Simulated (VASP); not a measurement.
# SnTe (I4/mmm) in VASP: notebook, part 2 of 2

VASP 6.6.1. Earlier steps stand in the parts before.

### 5 Single point, PBEsol

This run uses another cell than the first one, of the same volume but with other edges.

INCAR

```
ALGO = Normal ; EDIFF = 1E-6
ENCUT = 520 ; GGA = PS
ISIF = 2 ; ISMEAR = 0
LASPH = True ; LCHARG = True
LELF = True ; LREAL = False
LVHAR = True ; LWAVE = False
NBANDS = 17 ; NELM = 80
PREC = Accurate ; SIGMA = 0.03
```

KPOINTS

```
k-points
0
Gamma
  10 10 10
```

POSCAR

```
SnTe
1.0
    0.0000000000      2.8921757224      3.7598284391
    2.8921757224      0.0000000000      3.7598284391
    2.8921757224      2.8921757224      0.0000000000
Sn Te
1 1
Direct
    0.0000000000      0.0000000000      0.0000000000
    0.5000000000      0.5000000000      0.5000000000
```

Launch:

```console
cat potpaw_PBE.64/Sn_d/POTCAR potpaw_PBE.64/Te/POTCAR > POTCAR
mpirun -np 1 vasp_std > vasp.out
```

It took 72 s on 1 thread of Intel Xeon Platinum 8488C (Sapphire Rapids), shared host; peak memory 0.26 GiB.

Results (log left out):

```yaml
Free_energy: -7.5767 eV
Pressure: 5.7 GPa
Band_gap_on_the_k_mesh: zero (bands 10 and 11 overlap by 0.92 eV)
```

Stress tensor (GPa, compression positive):
```
11.43  0.00  0.00
 0.00 11.43  0.00
 0.00  0.00 -5.77
```

Levels at points of the mesh, in eV from the Fermi level:
```tsv
k point	band 8	band 9	band 10	band 11	band 12	band 13
(0.00, 0.00, 0.00)	-3.00	-3.00	-1.71	1.41	3.57	3.71
(0.50, 0.00, 0.00)	-2.33	-1.51	-0.66	0.85	0.95	0.96
(0.50, 0.50, 0.00)	-4.94	-3.54	-3.54	2.55	4.41	5.97
(0.50, 0.00, 0.50)	-6.05	-5.39	-2.59	2.10	2.19	7.24
```

Caveat: the stress differs along the axes, from -6 to 11 GPa; the PAW data sets were made with another functional, which shifts forces and pressure a little; spin-orbit coupling is left out, which moves the levels of the heavy elements.

### 6 Single point, PBEsol

This run uses another cell than the first one, of the same volume but with other edges.

INCAR

```
  ALGO = Normal
  EDIFF = 1E-6
  ENCUT = 520
  GGA = PS
  ISIF = 2
  ISMEAR = 0
  LASPH = T
  LCHARG = F
  LREAL = F
  LWAVE = F
  NBANDS = 17
  NELM = 80
  PREC = Accurate
  SIGMA = 0.03
```

KPOINTS is that of step 5.

POSCAR

```
SnTe
1.0
    0.0000000000      3.2454619207      2.9858249671
    3.2454619207      0.0000000000      2.9858249671
    3.2454619207      3.2454619207      0.0000000000
Sn Te
1 1
Direct
    0.0000000000      0.0000000000      0.0000000000
    0.5000000000      0.5000000000      0.5000000000
```

Potentials or basis: VASP PAW PBE potentials, release 64 (Sn_d, Te).

Launch:

```console
cat potpaw_PBE.64/Sn_d/POTCAR potpaw_PBE.64/Te/POTCAR > POTCAR
mpirun -np 1 vasp_std > vasp.out
```

OUTCAR:

```text
EDIFF = 1E-6
   ENCUT = 520
   GGA = PS
   ISIF = 2
   ISMEAR = 0
   LASPH = T
   LREAL = F
   NELM = 80
   PREC = Accurate

 ion  position               nearest neighbor table
   1  0.000  0.000  0.000-   2 2.99   2 2.99   2 3.25   2 3.25   2 3.25   2 3.25
   2  0.500  0.500  0.500-   1 2.99   1 2.99   1 3.25   1 3.25   1 3.25   1 3.25

  LATTYP: Found a body centered tetragonal cell.
 ALAT       =     4.5897762644
 C/A-ratio  =     1.3010764774

  Lattice vectors:

 A1 = (   0.0000000000,  -3.2454619207,  -2.9858249671)
 A2 = (   0.0000000000,   3.2454619207,  -2.9858249671)
 A3 = (   3.2454619207,   0.0000000000,   2.9858249671)

Analysis of symmetry for initial positions (statically):
=====================================================================
 Subroutine PRICEL returns:
 Original cell was already a primitive cell.

 Routine SETGRP: Setting up the symmetry group for a
 body centered tetragonal supercell.

 Subroutine GETGRP returns: Found 16 space group operations
 (whereof 16 operations were pure point group operations)
[... 157 lines left out ...]
 Free energy of the ion-electron system (eV)
  ---------------------------------------------------
  ext. energy  EPLUGINS =         0.00000000
  ---------------------------------------------------
  free energy    TOTEN  =        -8.20924591 eV

  energy without entropy =       -8.20924591  energy(sigma->0) =       -8.20924591

 E-fermi :   6.8082     XC(G=0):  -9.6196

 val. band max:        6.7008918876   @ k =  -0.2000  -0.0000   0.2000
 cond. band min:       6.9127788359   @ k =   0.5000   0.0000   0.0000
 fundamental gap:      0.2118869483
 Fermi energy:         6.8082468669

 k-point     1 :       0.0000    0.0000    0.0000
  band No.  band energies     occupation
      1     -15.0578      2.00000
      2     -15.0520      2.00000
      3     -15.0372      2.00000
      4     -15.0310      2.00000
      5     -15.0310      2.00000
      6      -6.0792      2.00000
[... 457 lines left out ...]
      4     -15.0215      2.00000
      5     -15.0212      2.00000
      6      -4.7011      2.00000
[... 9 lines left out ...]
     16      15.3378      0.00000
     17      16.9381      0.00000

 [... further k-points ...]
[... 5 lines left out ...]
  --------------------------------------------------------------------------------------
  -------------------------------------------------------------------------------------
  Total       -1.4420997     -1.4420997      3.4025331      0.0000000     -0.0000000      0.0000000
  in kB      -36.7331758    -36.7331758     86.6693539      0.0000000     -0.0000000      0.0000000
  external PRESSURE =       4.4010008 kB  Pullay stress =       0.0000000 kB

 VOLUME and BASIS-vectors are now :
 -----------------------------------------------------------------------------
  energy-cutoff  :      520.00
  volume of cell :       62.90
      direct lattice vectors                 reciprocal lattice vectors
     0.000000000  3.245461921  2.985824967    -0.154061275  0.154061275  0.167457907
     3.245461921  0.000000000  2.985824967     0.154061275 -0.154061275  0.167457907
     3.245461921  3.245461921  0.000000000     0.154061275  0.154061275 -0.167457907

 POSITION                                       TOTAL-FORCE (eV/Angst)
 -----------------------------------------------------------------------------------
      0.00000      0.00000      0.00000        -0.000000      0.000000      0.000000
      3.24546      3.24546      2.98582         0.000000     -0.000000     -0.000000
 -----------------------------------------------------------------------------------
    total drift:                               -0.000000      0.000000      0.000000

  FREE ENERGIE OF THE ION-ELECTRON SYSTEM (eV)
  ---------------------------------------------------
  free  energy   TOTEN  =        -8.2092459090 eV

  energy  without entropy=       -8.2092459083  energy(sigma->0) =       -8.20924591
```

Wall time 87 s (1 thread of Intel Xeon Platinum 8488C (Sapphire Rapids), shared host); peak memory 0.28 GiB.

What came out:

```yaml
Free_energy: -8.2092 eV
Pressure: 0.4 GPa
Band_gap_on_the_k_mesh: 0.21 eV (least direct gap 0.30 eV)
```

Stress tensor (GPa, compression positive):
```
-3.67  0.00  0.00
 0.00 -3.67  0.00
 0.00  0.00  8.67
```

Caveat: the stress differs along the axes, from -4 to 9 GPa; semilocal functionals underestimate gaps, and a narrow one can read as zero; the PAW data sets were made with another functional, which shifts forces and pressure a little; spin-orbit coupling is left out, which moves the levels of the heavy elements. A k mesh can miss the band edges.

### 7 Overview

| cell | gap on the mesh (eV) | pressure (GPa) |
| --- | --- | --- |
| a = 4.373, b = 4.373, c = 4.712 Å, angles 57.4, 57.4, 65.2°, 2 atoms | none | 2.0 |
| a = 4.640, b = 4.640, c = 4.201 Å, angles 63.1, 63.1, 53.8°, 2 atoms | none | 3.0 |
| a = 4.349, b = 4.349, c = 4.849 Å, angles 56.1, 56.1, 67.8°, 2 atoms | none | 6.4 |
| a = 4.744, b = 4.744, c = 4.090 Å, angles 64.5, 64.5, 51.1°, 2 atoms | none | 5.7 |
| a = 4.410, b = 4.410, c = 4.590 Å, angles 58.6, 58.6, 62.7°, 2 atoms | 0.21 | 0.4 |

Alike in all rows: task single point; level PBEsol; potentials or basis VASP PAW PBE potentials, release 64 (Sn_d, Te); no spin polarisation; k mesh 10 × 10 × 10; cutoff (eV) 520; smearing gaussian 0.03 eV.

Caveats: the PAW data sets were made with another functional, which shifts forces and pressure a little; spin-orbit coupling is left out, which moves the levels of the heavy elements; semilocal functionals underestimate gaps, and a narrow one can read as zero (at least some runs); the stress differs along the axes, from -5 to 16 GPa (at least some runs); the stress differs along the axes, from -7 to 8 GPa (at least some runs); the stress differs along the axes, from -5 to 29 GPa (at least some runs); the stress differs along the axes, from -6 to 11 GPa (at least some runs).

Absolute energies hang on the potentials; compare differences alone.

The gap in the log of VASP goes by the Fermi energy; the results here count the filled bands.